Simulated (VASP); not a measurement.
Set up this calculation in VASP 6.6.1, as the native input.

```yaml
Task: single point
Functional: PBEsol
Potentials_or_basis: VASP PAW PBE potentials, release 64 (P)
Cutoff: 520 eV
k_mesh: 16 × 16 × 16
Occupations: fermi-dirac, width 0.1 eV
Spin: no spin polarisation
Dipole_correction: no
Further_INCAR_settings: ALGO = Normal; EDIFF = 1e-06; NBANDS = 8
```

The structure of P lies in POSCAR:

```
P
1.0
    0.0000000000      1.8845468775      1.8845468775
    1.8845468775      0.0000000000      1.8845468775
    1.8845468775      1.8845468775      0.0000000000
P
1
Direct
    0.0000000000      0.0000000000      0.0000000000
```

This cell differs from its parent crystal: volume scaled by 0.96.

These files were run (other wordings do the same):

INCAR

```
PREC = Accurate ; ENCUT = 520
EDIFF = 1E-6 ; ISMEAR = -1
SIGMA = 0.1 ; LREAL = F
LASPH = T ; NELM = 60
ALGO = Normal ; ISIF = 2
LWAVE = F ; LCHARG = F
GGA = PS ; NBANDS = 8
```

KPOINTS

```
Automatic mesh
0
Gamma
  16 16 16
```

Potentials or basis: VASP PAW PBE potentials, release 64 (P).

Run with:

```bash
$ cat potpaw_PBE.64/P/POTCAR > POTCAR
$ mpirun -np 1 vasp_std > vasp.out
```

It gave:

The pressure is 5.5 GPa.

Caveat: the PAW data sets were made with another functional, which shifts forces and pressure a little.

It took 5.4 s on 1 thread of Intel Xeon 6975P-C, with other jobs on the host, peak memory 0.13 GiB.
